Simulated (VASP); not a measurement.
# C (P6_3/mmc) in VASP: further runs

C is run at these levels: PBEsol; tasks: single point.

Everything below comes from runs of VASP 6.6.1. Logs are shortened: lines on timing, memory, paths and dates and some standing lists are left out, and cuts for length are marked.

**1. The cell of the first run**

It takes space group P6_3/mmc (No. 194, hexagonal). The conventional cell has a = 2.461 Å, b = 2.461 Å, c = 4.073 Å, α = 90.00°, β = 90.00°, γ = 120.00°. Within 2.0 Å of C (site symmetry 3m) lie 4 C at 1.51 to 1.52 Å.

**2. Single point, PBEsol (strained cell)**

INCAR

```
PREC     = Accurate       # precision mode
ENCUT    = 520            # plane-wave cutoff, eV
EDIFF    = 1E-7           # SCF threshold, eV
ISMEAR   = 0              # smearing method
SIGMA    = 0.02           # smearing width, eV
LREAL    = False          # projectors in reciprocal space
LASPH    = True           # aspherical terms in the spheres
NELM     = 80             # most SCF steps
ALGO     = Normal         # electronic algorithm
ISIF     = 2              # what is computed and relaxed
LWAVE    = False          # write WAVECAR
LCHARG   = False          # write CHGCAR
GGA      = PS             # functional
NBANDS   = 16             # bands
```

KPOINTS

```
Automatic mesh
0
Gamma
  9 9 6
```

POSCAR

```
C
1.0
    2.4612466108      0.0000000000      0.0000000000
   -1.2306233054      2.1315020900      0.0000000000
    0.0000000000      0.0000000000      4.0732164437
C
4
Direct
    0.3333333333      0.6666666667     -0.0001040127
    0.6666666667      0.3333333333      0.4998959873
    0.3333333333      0.6666666667      0.3741040127
    0.6666666667      0.3333333333      0.8741040127
```

Potentials or basis: VASP PAW PBE potentials, release 64 (C).

On the command line:

```console
> cat potpaw_PBE.64/C/POTCAR > POTCAR
> mpirun -np 1 vasp_std > vasp.out
```

OUTCAR:

```text
PREC = Accurate
   ENCUT = 520
   EDIFF = 1E-7
   ISMEAR = 0
   LREAL = False
   LASPH = True
   NELM = 80
   ISIF = 2
   GGA = PS

 ion  position               nearest neighbor table
   1  0.333  0.667  1.000-   4 1.51   4 1.51   4 1.51   3 1.52
   2  0.667  0.333  0.500-   3 1.51   3 1.51   3 1.51   4 1.52
   3  0.333  0.667  0.374-   2 1.51   2 1.51   2 1.51   1 1.52
   4  0.667  0.333  0.874-   1 1.51   1 1.51   1 1.51   2 1.52

  LATTYP: Found a hexagonal cell.
 ALAT       =     2.4612466108
 C/A-ratio  =     1.6549403972

  Lattice vectors:

 A1 = (   2.4612466108,   0.0000000000,   0.0000000000)
 A2 = (  -1.2306233054,   2.1315020900,   0.0000000000)
 A3 = (   0.0000000000,   0.0000000000,   4.0732164437)

Analysis of symmetry for initial positions (statically):
=====================================================================
 Subroutine PRICEL returns:
 Original cell was already a primitive cell.

 Routine SETGRP: Setting up the symmetry group for a
 hexagonal supercell.

 Subroutine GETGRP returns: Found 24 space group operations
 (whereof  6 operations were pure point group operations)
 out of a pool of 24 trial point group operations.

The static configuration has the point symmetry C_3v.
 The point group associated with its full space group is D_6h.

Analysis of symmetry for dynamics (positions and initial velocities):
=====================================================================
 Subroutine PRICEL returns:
 Original cell was already a primitive cell.

 Routine SETGRP: Setting up the symmetry group for a
 hexagonal supercell.

 Subroutine GETGRP returns: Found 24 space group operations
 (whereof  6 operations were pure point group operations)
 out of a pool of 24 trial point group operations.

The dynamic configuration has the point symmetry C_3v.
 The point group associated with its full space group is D_6h.

 Subroutine INISYM returns: Found 24 space group operations
 (whereof  6 operations are pure point group operations),
 and found     1 'primitive' translations

----------------------------------------------------------------------------------------

                                     Primitive cell

  volume of cell :      21.3687

  direct lattice vectors                    reciprocal lattice vectors
[... 86 lines left out ...]
   LNONCOLLINEAR =      F non collinear calculations
   LSORBIT =      F    spin-orbit coupling
   LASPH  =      T    aspherical Exc in radial PAW
   ENCUT  =  520.0 eV  38.22 Ry    6.18 a.u.   4.58  4.58  7.57*2*pi/ulx,y,z
   NELM   =     80;   NELMIN=  2; NELMDL= -5     # of ELM steps
   EDIFF  = 0.1E-06   stopping-criterion for ELM
   LREAL  =      F    real-space projection
   EDIFFG = 0.1E-05   stopping-criterion for IOM
   NSW    =      0    number of steps for IOM
   IBRION =     -1    ionic relax: 0-MD 1-quasi-New 2-CG
   NFREE  =      0    steps in history (QN), initial steepest desc. (CG)
   ISIF   =      2    stress and relaxation
   ISYM   =      2    0-nonsym 1-usesym 2-fastsym
   POTIM  = 0.5000    time-step for ionic-motion
   TEBEG  =    0.0;   TEEND  =   0.0 temperature during run
   PSTRESS=    0.0 pullay stress
   NELECT =      16.0000    total number of electrons
   NUPDOWN=      -1.0000    fix difference up-down
   EMIN   =  10.00;   EMAX   =-10.00  energy-range for DOS
   EFERMI =   0.00;   METHOD = LEGACY
   ISMEAR =     0;   SIGMA  =   0.02  broadening in eV -4-tet -1-fermi 0-gaus
   EFERMI_NEDOS =   21; number of points for ismear=-14 and -15
   IALGO  =     38    algorithm
   IMIX   =      4    mixing-type and parameters
     AMIX     =   0.40;   BMIX     =  1.00
     AMIX_MAG =   1.60;   BMIX_MAG =  1.00
  volume/ion in A,a.u.               =       5.34        36.05
  Fermi-wavevector in a.u.,A,eV,Ry     =   1.486581  2.809232 30.067845  2.209924
  Thomas-Fermi vector in A             =   2.599850
   LORBIT       =      0    0 simple, 1 ext, 2 COOP (PROOUT), +10 PAW based schemes
   GGA     = PS    functional components
   LHFCALC =     F    Hartree Fock is set to
   AEXX    =    0.0000 exact exchange contribution
   IVDW    =     0    specifies the selected vdW correction
   LEPSILON=     F    determine dielectric tensor
   LRPA    =     F    only Hartree local field effects (RPA)
 non-spin polarized calculation
 Gauss-broadening in eV      SIGMA  =   0.02
  energy-cutoff  :      520.00
  volume of cell :       21.37
 maximum number of plane-waves:       592
   NGX =  9   NGY =  9   NGZ = 15

 number of electron      15.9999996 magnetization

 Free energy of the ion-electron system (eV)
  ---------------------------------------------------
  ext. energy  EPLUGINS =         0.00000000
  ---------------------------------------------------
  free energy    TOTEN  =       -38.30428839 eV

  energy without entropy =      -38.30428839  energy(sigma->0) =      -38.30428839

 E-fermi :  11.0455     XC(G=0): -13.7234

 val. band max:       10.9347183978   @ k =   0.0000   0.0000   0.0000
 cond. band min:      13.7803898583   @ k =   0.3333   0.3333   0.0000
 fundamental gap:      2.8456714604
 Fermi energy:        11.0454917021

 k-point     1 :       0.0000    0.0000    0.0000
  band No.  band energies     occupation
      1     -11.7707      2.00000
      2      -5.7080      2.00000
      3      -3.6041      2.00000
      4       7.5713      2.00000
      5       7.5713      2.00000
      6      10.3639      2.00000
[... 433 lines left out ...]
      3      -0.8328      2.00000
      4       0.0628      2.00000
      5       0.0628      2.00000
      6       2.9431      2.00000
[... 8 lines left out ...]
     15      27.2949      0.00000
     16      27.2949      0.00000

 [... further k-points ...]
[... 5 lines left out ...]
  --------------------------------------------------------------------------------------
  -------------------------------------------------------------------------------------
  Total        3.1686961      3.1686961      4.4578102     -0.0000000     -0.0000000     -0.0000000
  in kB      237.5815961    237.5815962    334.2364223     -0.0000000     -0.0000000     -0.0000000
  external PRESSURE =     269.7998715 kB  Pullay stress =       0.0000000 kB

 VOLUME and BASIS-vectors are now :
 -----------------------------------------------------------------------------
  energy-cutoff  :      520.00
  volume of cell :       21.37
      direct lattice vectors                 reciprocal lattice vectors
     2.461246611  0.000000000  0.000000000     0.406298172  0.234576359  0.000000000
    -1.230623305  2.131502090  0.000000000     0.000000000  0.469152718  0.000000000
     0.000000000  0.000000000  4.073216444     0.000000000  0.000000000  0.245506227

 POSITION                                       TOTAL-FORCE (eV/Angst)
 -----------------------------------------------------------------------------------
     -0.00000      1.42100      4.07279         0.000000     -0.000000      0.003167
      1.23062      0.71050      2.03618         0.000000      0.000000      0.003167
     -0.00000      1.42100      1.52381        -0.000000     -0.000000     -0.003167
      1.23062      0.71050      3.56041         0.000000      0.000000     -0.003167
 -----------------------------------------------------------------------------------
    total drift:                               -0.000000      0.000000     -0.000031

  FREE ENERGIE OF THE ION-ELECTRON SYSTEM (eV)
  ---------------------------------------------------
  free  energy   TOTEN  =       -38.3042883854 eV

  energy  without entropy=      -38.3042883854  energy(sigma->0) =      -38.30428839
```

OSZICAR:

```text
N       E                     dE             d eps       ncg     rms          rms(c)
DAV:   1     0.156853706347E+02    0.15685E+02   -0.84649E+03  1536   0.985E+02
DAV:   2    -0.383087538981E+02   -0.53994E+02   -0.50232E+02  2112   0.187E+02
DAV:   3    -0.398854519634E+02   -0.15767E+01   -0.15728E+01  1976   0.267E+01
DAV:   4    -0.398906650448E+02   -0.52131E-02   -0.52118E-02  1864   0.193E+00
DAV:   5    -0.398906900614E+02   -0.25017E-04   -0.25016E-04  1960   0.116E-01    0.854E+00
DAV:   6    -0.387122432409E+02    0.11784E+01   -0.69421E-01  1784   0.531E+00    0.505E+00
DAV:   7    -0.383034937895E+02    0.40875E+00   -0.79031E-01  1928   0.586E+00    0.108E+00
DAV:   8    -0.383042285724E+02   -0.73478E-03   -0.16173E-02  1728   0.858E-01    0.422E-02
DAV:   9    -0.383042689042E+02   -0.40332E-04   -0.61251E-05  2008   0.671E-02    0.280E-02
DAV:  10    -0.383042887611E+02   -0.19857E-04   -0.10385E-05  1744   0.267E-02    0.714E-03
DAV:  11    -0.383042883231E+02    0.43798E-06   -0.27356E-07  2080   0.401E-03    0.142E-03
DAV:  12    -0.383042883854E+02   -0.62329E-07   -0.90616E-09  1096   0.811E-04
   1 F= -.38304288E+02 E0= -.38304288E+02  d E =-.220789E-17
```

stdout:

```text
POSCAR found type information on POSCAR C
 POSCAR found :  1 types and       4 ions
 scaLAPACK will be used
 -----------------------------------------------------------------------------
|                                                                             |
|                                                                             |
|     You enforced a specific xc type in the INCAR file but a different       |
|     I HOPE YOU KNOW WHAT YOU ARE DOING!                                     |
|                                                                             |
 -----------------------------------------------------------------------------

 LDA part: xc-table for (Slater+PW92), standard interpolation
 POSCAR, INCAR and KPOINTS ok, starting setup
 FFT: planning ... GRIDC
 FFT: planning ... GRID_SOFT
 FFT: planning ... GRID
 WAVECAR not read
 entering main loop
```

Wall time 6.6 s (1 thread of Intel Xeon 6975P-C (Granite Rapids), shared host); peak memory 0.13 GiB.

What came out:

```
Free energy            : -38.3043 eV
Pressure               : 27.0 GPa
Largest force          : 0.003 eV/Å
Band gap on the k mesh : 2.85 eV, indirect (least direct gap 4.91 eV)
```

Forces on the atoms (eV/Å):
```
C    0.000  0.000  0.003
C    0.000  0.000  0.003
C    0.000  0.000 -0.003
C    0.000  0.000 -0.003
```

Stress tensor (GPa, compression positive):
```
23.76  0.00  0.00
 0.00 23.76  0.00
 0.00  0.00 33.42
```

Levels at points of the mesh, in eV from the valence-band top:
```tsv
k point	band 4	band 5	band 6	band 7	band 8	band 9	band 10	band 11	band 12	band 13
(0.00, 0.00, 0.00)	-3.36	-3.36	-0.57	0.00	0.00	4.91	4.91	5.61	8.69	9.84
(0.00, 0.00, 0.50)	-7.37	-2.03	-2.03	-2.03	-2.03	7.36	7.36	7.36	7.36	7.99
```

Caveat: the cell differs from its parent crystal (strained cell); the PAW data sets were made with another functional, which shifts forces and pressure a little.

**3. Single point, PBEsol (strained cell)**

INCAR

```
SYSTEM = C
PREC = Accurate
ENCUT = 520
EDIFF = 1E-6
ISMEAR = 0
SIGMA = 0.02
LREAL = .FALSE.
LASPH = .TRUE.
NELM = 80
ALGO = Normal
ISIF = 2
LWAVE = .FALSE.
LCHARG = .FALSE.
GGA = PS
NBANDS = 16
```

KPOINTS

```
regular mesh
0
G
  9 9 6
  0 0 0
```

POSCAR

```
C
1.0
    2.4612466108      0.0000000000      0.0000000000
   -1.2306233054      2.1315020900      0.0000000000
    0.0000000000      0.0000000000      4.1980341080
C
4
Direct
    0.3333333333      0.6666666667      0.0000300285
    0.6666666667      0.3333333333      0.5000300285
    0.3333333333      0.6666666667      0.3739699715
    0.6666666667      0.3333333333      0.8739699715
```

Potentials or basis: VASP PAW PBE potentials, release 64 (C).

On the command line:

```console
> cat potpaw_PBE.64/C/POTCAR > POTCAR
> mpirun -np 1 vasp_std > vasp.out
```

OUTCAR:

```text
SYSTEM = C
   PREC = Accurate
   ENCUT = 520
   EDIFF = 1E-6
   ISMEAR = 0
   LREAL = .FALSE.
   LASPH = .TRUE.
   NELM = 80
   ISIF = 2
   GGA = PS

 ion  position               nearest neighbor table
   1  0.333  0.667  0.000-   4 1.52   4 1.52   4 1.52   3 1.57
   2  0.667  0.333  0.500-   3 1.52   3 1.52   3 1.52   4 1.57
   3  0.333  0.667  0.374-   2 1.52   2 1.52   2 1.52   1 1.57
   4  0.667  0.333  0.874-   1 1.52   1 1.52   1 1.52   2 1.57

  LATTYP: Found a hexagonal cell.
[... 649 lines left out ...]
     15      26.6629      0.00000
     16      26.6629      0.00000

 [... further k-points ...]
[... 5 lines left out ...]
  --------------------------------------------------------------------------------------
  -------------------------------------------------------------------------------------
  Total        3.0561116      3.0561116     -1.4203770      0.0000000      0.0000000      0.0000000
  in kB      222.3273721    222.3273721   -103.3302177      0.0000000      0.0000000      0.0000000
  external PRESSURE =     113.7748422 kB  Pullay stress =       0.0000000 kB

 VOLUME and BASIS-vectors are now :
 -----------------------------------------------------------------------------
  energy-cutoff  :      520.00
  volume of cell :       22.02
      direct lattice vectors                 reciprocal lattice vectors
     2.461246611  0.000000000  0.000000000     0.406298172  0.234576359  0.000000000
    -1.230623305  2.131502090  0.000000000     0.000000000  0.469152718  0.000000000
     0.000000000  0.000000000  4.198034108     0.000000000  0.000000000  0.238206735

 POSITION                                       TOTAL-FORCE (eV/Angst)
 -----------------------------------------------------------------------------------
     -0.00000      1.42100      0.00013        -0.000000      0.000000      0.014995
      1.23062      0.71050      2.09914         0.000000     -0.000000      0.014995
     -0.00000      1.42100      1.56994        -0.000000      0.000000     -0.014995
      1.23062      0.71050      3.66896         0.000000     -0.000000     -0.014995
 -----------------------------------------------------------------------------------
    total drift:                               -0.000000      0.000000      0.000004

  FREE ENERGIE OF THE ION-ELECTRON SYSTEM (eV)
  ---------------------------------------------------
  free  energy   TOTEN  =       -38.3492681237 eV

  energy  without entropy=      -38.3492681237  energy(sigma->0) =      -38.34926812
```

OSZICAR:

```text
N       E                     dE             d eps       ncg     rms          rms(c)
DAV:   1     0.173587221608E+02    0.17359E+02   -0.83873E+03  1544   0.977E+02
DAV:   2    -0.381561171602E+02   -0.55515E+02   -0.51771E+02  2104   0.187E+02
DAV:   3    -0.398064085600E+02   -0.16503E+01   -0.16452E+01  1912   0.278E+01
DAV:   4    -0.398121536809E+02   -0.57451E-02   -0.57439E-02  1928   0.202E+00
DAV:   5    -0.398121824592E+02   -0.28778E-04   -0.28775E-04  1888   0.126E-01    0.823E+00
DAV:   6    -0.387256142236E+02    0.10866E+01   -0.64921E-01  1792   0.510E+00    0.485E+00
DAV:   7    -0.383486620016E+02    0.37695E+00   -0.74349E-01  1928   0.564E+00    0.102E+00
DAV:   8    -0.383492133717E+02   -0.55137E-03   -0.15417E-02  1624   0.841E-01    0.428E-02
DAV:   9    -0.383492502950E+02   -0.36923E-04   -0.71454E-05  2016   0.707E-02    0.288E-02
DAV:  10    -0.383492685955E+02   -0.18301E-04   -0.94015E-06  1728   0.252E-02    0.891E-03
DAV:  11    -0.383492681237E+02    0.47179E-06   -0.44485E-07  1464   0.568E-03
   1 F= -.38349268E+02 E0= -.38349268E+02  d E =-.776481E-23
```

stdout:

```text
POSCAR found type information on POSCAR C
 POSCAR found :  1 types and       4 ions
 scaLAPACK will be used
 -----------------------------------------------------------------------------
|                                                                             |
|                                                                             |
|     You enforced a specific xc type in the INCAR file but a different       |
|     I HOPE YOU KNOW WHAT YOU ARE DOING!                                     |
|                                                                             |
 -----------------------------------------------------------------------------

 LDA part: xc-table for (Slater+PW92), standard interpolation
 POSCAR, INCAR and KPOINTS ok, starting setup
 FFT: planning ... GRIDC
 FFT: planning ... GRID_SOFT
 FFT: planning ... GRID
 WAVECAR not read
 entering main loop
```

It took 6.6 s on 1 thread of Intel Xeon 6975P-C (Granite Rapids), shared host; peak memory 0.12 GiB.

Results:

| Property | Result |
| --- | --- |
| Free energy | -38.3493 eV |
| Pressure | 11.4 GPa |
| Largest force | 0.015 eV/Å |
| Band gap on the k mesh | 2.90 eV, indirect (least direct gap 4.69 eV) |

Forces on the atoms (eV/Å):
```
C    0.000  0.000  0.015
C    0.000  0.000  0.015
C    0.000  0.000 -0.015
C    0.000  0.000 -0.015
```

Levels at points of the mesh, in eV from the valence-band top:
```tsv
k point	band 4	band 5	band 6	band 7	band 8	band 9	band 10	band 11	band 12	band 13
(0.00, 0.00, 0.00)	-2.94	-2.94	-0.59	0.00	0.00	4.69	5.24	5.24	9.11	9.67
(0.00, 0.00, 0.50)	-7.54	-1.75	-1.75	-1.75	-1.75	7.45	7.45	7.45	7.45	8.14
```

Caveat: the cell differs from its parent crystal (strained cell); the PAW data sets were made with another functional, which shifts forces and pressure a little.

(Continued in part 2 of 2.)
